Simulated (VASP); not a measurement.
# AgCl in VASP: further runs

AgCl is run at these levels: PBE; tasks: single point.

Everything below comes from runs of VASP 6.6.1. Logs are shortened: lines on timing, memory, paths and dates and some standing lists are left out, and cuts for length are marked.

## (1) The cell of the first run

The structure is cubic, space group Fm-3m (No. 225). Conventional cell: a = 5.546 Å, b = 5.546 Å, c = 5.546 Å, α = 90.00°, β = 90.00°, γ = 90.00°. Within 3.7 Å of Ag (site symmetry m-3m) lie 6 Cl at 2.77 Å. Cl (site symmetry m-3m) has 6 Ag at 2.77 Å within 3.7 Å.

## (2) Single point, PBE

Input file INCAR:

```
  PREC = Accurate
  ENCUT = 520
  EDIFF = 1E-7
  ISMEAR = -1
  SIGMA = 0.02
  LREAL = F
  LASPH = T
  NELM = 100
  ALGO = Normal
  ISIF = 2
  LWAVE = F
  LCHARG = F
  GGA = PE
  NBANDS = 16
```

Input file KPOINTS:

```
Automatic mesh
0
Gamma
  8 8 8
```

Input file POSCAR:

```
AgCl
1.0
    0.0000000000      2.7731500000      2.7731500000
    2.7731500000      0.0000000000      2.7731500000
    2.7731500000      2.7731500000      0.0000000000
Ag Cl
1 1
Direct
    0.5000000000      0.5000000000      0.5000000000
    0.0000000000      0.0000000000      0.0000000000
```

Potentials or basis: VASP PAW PBE potentials, release 64 (Ag, Cl).

Command:

```console
$ cat potpaw_PBE.64/Ag/POTCAR potpaw_PBE.64/Cl/POTCAR > POTCAR
$ mpirun -np 1 vasp_std > vasp.out
```

OUTCAR:

```text
PREC = Accurate
   ENCUT = 520
   EDIFF = 1E-7
   ISMEAR = -1
   LREAL = F
   LASPH = T
   NELM = 100
   ISIF = 2
   GGA = PE

 ion  position               nearest neighbor table
   1  0.500  0.500  0.500-   2 2.77   2 2.77   2 2.77   2 2.77   2 2.77   2 2.77
   2  0.000  0.000  0.000-   1 2.77   1 2.77   1 2.77   1 2.77   1 2.77   1 2.77

  LATTYP: Found a face centered cubic cell.
 ALAT       =     5.5463000000

  Lattice vectors:

 A1 = (   0.0000000000,   2.7731500000,   2.7731500000)
 A2 = (   2.7731500000,   0.0000000000,   2.7731500000)
 A3 = (   2.7731500000,   2.7731500000,   0.0000000000)

Analysis of symmetry for initial positions (statically):
=====================================================================
 Subroutine PRICEL returns:
 Original cell was already a primitive cell.

 Routine SETGRP: Setting up the symmetry group for a
 face centered cubic supercell.

 Subroutine GETGRP returns: Found 48 space group operations
 (whereof 48 operations were pure point group operations)
 out of a pool of 48 trial point group operations.

The static configuration has the point symmetry O_h .

Analysis of symmetry for dynamics (positions and initial velocities):
=====================================================================
 Subroutine PRICEL returns:
 Original cell was already a primitive cell.

 Routine SETGRP: Setting up the symmetry group for a
 face centered cubic supercell.

 Subroutine GETGRP returns: Found 48 space group operations
 (whereof 48 operations were pure point group operations)
 out of a pool of 48 trial point group operations.

The dynamic configuration has the point symmetry O_h .

 Subroutine INISYM returns: Found 48 space group operations
 (whereof 48 operations are pure point group operations),
 and found     1 'primitive' translations

----------------------------------------------------------------------------------------

                                     Primitive cell

  volume of cell :      42.6530

  direct lattice vectors                    reciprocal lattice vectors
     0.000000000  2.773150000  2.773150000    -0.180300380  0.180300380  0.180300380
     2.773150000  0.000000000  2.773150000     0.180300380 -0.180300380  0.180300380
     2.773150000  2.773150000  0.000000000     0.180300380  0.180300380 -0.180300380

  length of vectors
     3.921826340  3.921826340  3.921826340     0.312289420  0.312289420  0.312289420

  position of ions in fractional coordinates (direct lattice)
     0.500000000  0.500000000  0.500000000
     0.000000000  0.000000000  0.000000000

  ion indices of the primitive-cell ions
   primitive index   ion index
                 1           1
                 2           2

----------------------------------------------------------------------------------------

 KPOINTS: Automatic mesh

Automatic generation of k-mesh.
 Grid dimensions read from file:
 generate k-points for:    8    8    8

 Generating k-lattice:

  Cartesian coordinates                     Fractional coordinates (reciprocal lattice)
    -0.022537548  0.022537548  0.022537548     0.125000000  0.000000000  0.000000000
     0.022537548 -0.022537548  0.022537548     0.000000000  0.125000000  0.000000000
     0.022537548  0.022537548 -0.022537548     0.000000000  0.000000000  0.125000000

  Length of vectors
     0.039036177  0.039036177  0.039036177

  Shift w.r.t. Gamma in fractional coordinates (k-lattice)
     0.000000000  0.000000000  0.000000000

 Subroutine IBZKPT returns following result:
 ===========================================

 Found     29 irreducible k-points:

 Following reciprocal coordinates:
            Coordinates               Weight
  0.000000  0.000000  0.000000      1.000000
  0.125000  0.000000  0.000000      8.000000
  0.250000  0.000000  0.000000      8.000000
  0.375000  0.000000  0.000000      8.000000
  0.500000  0.000000  0.000000      4.000000
  0.125000  0.125000  0.000000      6.000000
[... 16 lines left out ...]
  0.500000  0.250000  0.125000     48.000000
 -0.375000  0.250000  0.125000     24.000000
 [... further k-points ...]
   k-points           NKPTS =     29   k-points in BZ     NKDIM =     29   number of bands    NBANDS=     16
   number of dos      NEDOS =    301   number of ions     NIONS =      2
   total plane-waves  NPLWV =  27000
   dimension x,y,z NGX =    30 NGY =   30 NGZ =   30
   dimension x,y,z NGXF=    60 NGYF=   60 NGZF=   60
   ions per type =               1   1
   NGX,Y,Z   is equivalent  to a cutoff of  12.72, 12.72, 12.72 a.u.
   NGXF,Y,Z  is equivalent  to a cutoff of  25.43, 25.43, 25.43 a.u.
 SYSTEM =  unknown system
   PREC   = accura    normal or accurate (medium, high low for compatibility)
   ISTART =      0    job   : 0-new  1-cont  2-samecut
   ICHARG =      2    charge: 1-file 2-atom 10-const
   ISPIN  =      1    spin polarized calculation?
   LNONCOLLINEAR =      F non collinear calculations
   LSORBIT =      F    spin-orbit coupling
   LASPH  =      T    aspherical Exc in radial PAW
   ENCUT  =  520.0 eV  38.22 Ry    6.18 a.u.   7.29  7.29  7.29*2*pi/ulx,y,z
   NELM   =    100;   NELMIN=  2; NELMDL= -5     # of ELM steps
   EDIFF  = 0.1E-06   stopping-criterion for ELM
   LREAL  =      F    real-space projection
   EDIFFG = 0.1E-05   stopping-criterion for IOM
   NSW    =      0    number of steps for IOM
   IBRION =     -1    ionic relax: 0-MD 1-quasi-New 2-CG
   NFREE  =      0    steps in history (QN), initial steepest desc. (CG)
   ISIF   =      2    stress and relaxation
   ISYM   =      2    0-nonsym 1-usesym 2-fastsym
   POTIM  = 0.5000    time-step for ionic-motion
   TEBEG  =    0.0;   TEEND  =   0.0 temperature during run
   PSTRESS=    0.0 pullay stress
   NELECT =      18.0000    total number of electrons
   NUPDOWN=      -1.0000    fix difference up-down
   EMIN   =  10.00;   EMAX   =-10.00  energy-range for DOS
   EFERMI =   0.00;   METHOD = LEGACY
   ISMEAR =    -1;   SIGMA  =   0.02  broadening in eV -4-tet -1-fermi 0-gaus
   EFERMI_NEDOS =   21; number of points for ismear=-14 and -15
   IALGO  =     38    algorithm
   IMIX   =      4    mixing-type and parameters
     AMIX     =   0.40;   BMIX     =  1.00
     AMIX_MAG =   1.60;   BMIX_MAG =  1.00
  volume/ion in A,a.u.               =      21.33       143.92
  Fermi-wavevector in a.u.,A,eV,Ry     =   1.227955  2.320498 20.515850  1.507872
  Thomas-Fermi vector in A             =   2.362898
   LORBIT       =      0    0 simple, 1 ext, 2 COOP (PROOUT), +10 PAW based schemes
   GGA     = PE    functional components
   LHFCALC =     F    Hartree Fock is set to
   AEXX    =    0.0000 exact exchange contribution
   IVDW    =     0    specifies the selected vdW correction
   LEPSILON=     F    determine dielectric tensor
   LRPA    =     F    only Hartree local field effects (RPA)
 non-spin polarized calculation
  energy-cutoff  :      520.00
  volume of cell :       42.65
 maximum number of plane-waves:      1174
 NGX is ok and might be reduce to    30
   NGX = 15   NGY = 15   NGZ = 15

 number of electron      18.0000005 magnetization

 Free energy of the ion-electron system (eV)
  ---------------------------------------------------
  ext. energy  EPLUGINS =         0.00000000
  ---------------------------------------------------
  free energy    TOTEN  =        -5.39442838 eV

  energy without entropy =       -5.39442838  energy(sigma->0) =       -5.39442838

 E-fermi :   4.2874     XC(G=0):  -9.9653

 val. band max:        3.8172663994   @ k =   0.5000   0.0000   0.0000
 cond. band min:       4.7261530306   @ k =   0.0000   0.0000   0.0000
 fundamental gap:      0.9088866312
 Fermi energy:         4.2874148552

 k-point     1 :       0.0000    0.0000    0.0000
  band No.  band energies     occupation
      1     -11.3310      2.00000
      2       1.3781      2.00000
      3       1.3781      2.00000
      4       1.3781      2.00000
      5       1.4191      2.00000
      6       1.4191      2.00000
[... 8 lines left out ...]
     15      17.1342      0.00000
     16      17.1342      0.00000

 k-point     2 :       0.1250    0.0000    0.0000
  band No.  band energies     occupation
      1     -11.2711      2.00000
      2       0.6673      2.00000
      3       0.7262      2.00000
      4       0.7262      2.00000
      5       1.4325      2.00000
      6       1.4325      2.00000
[... 8 lines left out ...]
     15      15.8604      0.00000
     16      16.5623      0.00000

 k-point     3 :       0.2500    0.0000    0.0000
  band No.  band energies     occupation
      1     -11.1205      2.00000
      2      -0.3606      2.00000
      3       0.1526      2.00000
      4       0.1526      2.00000
      5       1.5581      2.00000
      6       1.5581      2.00000
[... 8 lines left out ...]
     15      16.0986      0.00000
     16      16.4255      0.00000

 k-point     4 :       0.3750    0.0000    0.0000
  band No.  band energies     occupation
      1     -10.9603      2.00000
      2      -1.1364      2.00000
      3      -0.2127      2.00000
      4      -0.2127      2.00000
      5       1.6889      2.00000
      6       1.6889      2.00000
[... 8 lines left out ...]
     15      16.9607      0.00000
     16      16.9607      0.00000
[... 324 lines left out ...]
 k-point    22 :       0.3750    0.2500    0.1250
  band No.  band energies     occupation
      1     -11.0285      2.00000
      2      -0.7386      2.00000
      3       0.0699      2.00000
      4       0.4388      2.00000
      5       1.4705      2.00000
      6       1.6743      2.00000
[... 8 lines left out ...]
     15      17.9682      0.00000
     16      19.2163      0.00000

 k-point    23 :       0.5000    0.2500    0.1250
  band No.  band energies     occupation
      1     -10.9142      2.00000
      2      -0.9448      2.00000
      3      -0.2220      2.00000
      4       0.0362      2.00000
      5       1.5904      2.00000
      6       1.7527      2.00000
[... 8 lines left out ...]
     15      18.1888      0.00000
     16      18.9742      0.00000

 k-point    24 :      -0.3750    0.2500    0.1250
  band No.  band energies     occupation
      1     -10.8655      2.00000
      2      -1.0059      2.00000
      3      -0.2680      2.00000
      4      -0.2235      2.00000
      5       1.6793      2.00000
      6       1.7466      2.00000
[... 8 lines left out ...]
     15      17.3236      0.00000
     16      18.7798      0.00000

 [... further k-points ...]

------------------------ aborting loop because EDIFF is reached ----------------------------------------

  FORCE on cell =-STRESS in cart. coord.  units (eV):
  Direction    XX          YY          ZZ          XY          YZ          ZX
  --------------------------------------------------------------------------------------
  -------------------------------------------------------------------------------------
  Total        0.3910658      0.3910658      0.3910658      0.0000000      0.0000000     -0.0000000
  in kB       14.6896130     14.6896130     14.6896130      0.0000000      0.0000000     -0.0000000
  external PRESSURE =      14.6896130 kB  Pullay stress =       0.0000000 kB

 VOLUME and BASIS-vectors are now :
 -----------------------------------------------------------------------------
  energy-cutoff  :      520.00
  volume of cell :       42.65
      direct lattice vectors                 reciprocal lattice vectors
     0.000000000  2.773150000  2.773150000    -0.180300380  0.180300380  0.180300380
     2.773150000  0.000000000  2.773150000     0.180300380 -0.180300380  0.180300380
     2.773150000  2.773150000  0.000000000     0.180300380  0.180300380 -0.180300380

 POSITION                                       TOTAL-FORCE (eV/Angst)
 -----------------------------------------------------------------------------------
      2.77315      2.77315      2.77315         0.000000     -0.000000     -0.000000
      0.00000      0.00000      0.00000        -0.000000      0.000000      0.000000
 -----------------------------------------------------------------------------------
    total drift:                                0.000000      0.000000      0.000000

  FREE ENERGIE OF THE ION-ELECTRON SYSTEM (eV)
  ---------------------------------------------------
  free  energy   TOTEN  =        -5.3944283790 eV

  energy  without entropy=       -5.3944283790  energy(sigma->0) =       -5.39442838
```

Run time: 22 s. Hardware: 1 thread of Intel Xeon Platinum 8259CL at 2.50GHz (Skylake/Cascade Lake), shared host; peak memory 0.17 GiB.

Results:

```yaml
Free_energy: -5.3944 eV
Pressure: 1.5 GPa
Band_gap_on_the_k_mesh: 0.91 eV (least direct gap 3.18 eV)
```

## (3) Single point, PBE (x and y stretched by -1 %, z held)

Input file INCAR:

```
SYSTEM = AgCl
PREC = Accurate
ENCUT = 520
EDIFF = 1E-6
ISMEAR = -1
SIGMA = 0.02
LREAL = .False.
LASPH = .True.
NELM = 80
ALGO = Normal
ISIF = 2
LWAVE = .False.
LCHARG = .True.
GGA = PE
LELF = .True.
LVHAR = .True.
NBANDS = 16
```

Input file KPOINTS:

```
regular mesh
0
Gamma
  8 8 8
  0 0 0
```

Input file POSCAR:

```
AgCl
1.0
    0.0000000000      2.7454185000      2.7731500000
    2.7454185000      0.0000000000      2.7731500000
    2.7454185000      2.7454185000      0.0000000000
Ag Cl
1 1
Direct
    0.5000000000      0.5000000000      0.5000000000
    0.0000000000      0.0000000000      0.0000000000
```

Potentials or basis: VASP PAW PBE potentials, release 64 (Ag, Cl).

Command:

```console
$ cat potpaw_PBE.64/Ag/POTCAR potpaw_PBE.64/Cl/POTCAR > POTCAR
$ mpirun -np 1 vasp_std > vasp.out
```

Run time: 43 s. Hardware: 1 thread of Intel Xeon Platinum 8259CL at 2.50GHz (Skylake/Cascade Lake), shared host; peak memory 0.19 GiB.

The run converged. Its results:

```
Free energy            : -5.3832 eV
Pressure               : 2.5 GPa
Band gap on the k mesh : 0.87 eV (least direct gap 3.25 eV)
```

Stress tensor (GPa, compression positive):
```
2.64 0.00 0.00
0.00 2.64 0.00
0.00 0.00 2.33
```

Levels at points of the mesh, in eV from the valence-band top:
```csv
k point,band 7,band 8,band 9,band 10,band 11,band 12
"(0.00, 0.00, 0.00)",-2.45,-2.45,-2.42,0.87,10.80,10.82
"(0.50, 0.00, 0.00)",-1.85,-0.07,0.00,4.16,6.61,7.55
"(0.50, 0.50, 0.00)",-2.04,-2.04,-1.95,2.33,8.01,8.60
"(0.50, 0.00, 0.50)",-2.05,-2.04,-1.94,2.31,7.94,8.70
```

Caveat: the cell differs from its parent crystal (x and y stretched by -1 %, z held).

## (4) Single point, PBE (z stretched by +1.5 % at fixed volume)

Input file INCAR:

```
SYSTEM = AgCl
PREC = Accurate ; ENCUT = 520
EDIFF = 1E-6 ; ISMEAR = -1
SIGMA = 0.02 ; LREAL = .False.
LASPH = .True. ; NELM = 100
ALGO = Normal ; ISIF = 2
LWAVE = .False. ; LCHARG = .False.
GGA = PE ; NBANDS = 16
```

KPOINTS is that of step 3.

Input file POSCAR:

```
AgCl
1.0
    0.0000000000      2.7525824727      2.8147472500
    2.7525824727      0.0000000000      2.8147472500
    2.7525824727      2.7525824727      0.0000000000
Ag Cl
1 1
Direct
    0.5000000000      0.5000000000      0.5000000000
    0.0000000000      0.0000000000      0.0000000000
```

Command:

```console
$ cat potpaw_PBE.64/Ag/POTCAR potpaw_PBE.64/Cl/POTCAR > POTCAR
$ mpirun -np 1 vasp_std > vasp.out
```

It took 46 s on 1 thread of Intel Xeon Platinum 8259CL at 2.50GHz (Skylake/Cascade Lake), shared host; peak memory 0.19 GiB.

Results (log left out):

* Free energy: -5.3933 eV
* Pressure: 1.5 GPa
* Band gap on the k mesh: 0.84 eV (least direct gap 3.18 eV)

Stress tensor (GPa, compression positive):
```
1.70 0.00 0.00
0.00 1.70 0.00
0.00 0.00 1.15
```

Levels at points of the mesh, in eV from the valence-band top:
```
           k point  band 7  band 8  band 9  band 10  band 11  band 12
(0.00, 0.00, 0.00)   -2.42   -2.42   -2.35     0.84    10.74    10.81
(0.50, 0.00, 0.00)   -1.83   -0.14    0.00     4.17     6.47     7.50
(0.50, 0.50, 0.00)   -2.03   -2.03   -1.95     2.33     8.05     8.41
(0.50, 0.00, 0.50)   -2.04   -2.02   -1.94     2.31     7.91     8.64
```

 A k mesh can miss the band edges.

## (5) The runs side by side

```csv
cell,gap on the mesh (eV),pressure (GPa)
"a = 3.922 Å, angles 60.0°, 2 atoms",0.91,1.5
"a = 3.902, b = 3.902, c = 3.883 Å, angles 60.2, 60.2, 59.7°, 2 atoms",0.87,2.5
"a = 3.937, b = 3.937, c = 3.893 Å, angles 60.4, 60.4, 59.3°, 2 atoms",0.84,1.5
```

Alike in all rows: task single point; level PBE; potentials or basis VASP PAW PBE potentials, release 64 (Ag, Cl); no spin polarisation; k mesh 8 × 8 × 8; cutoff (eV) 520; smearing fermi-dirac 0.02 eV.

Absolute energies hang on the potentials; compare differences alone.
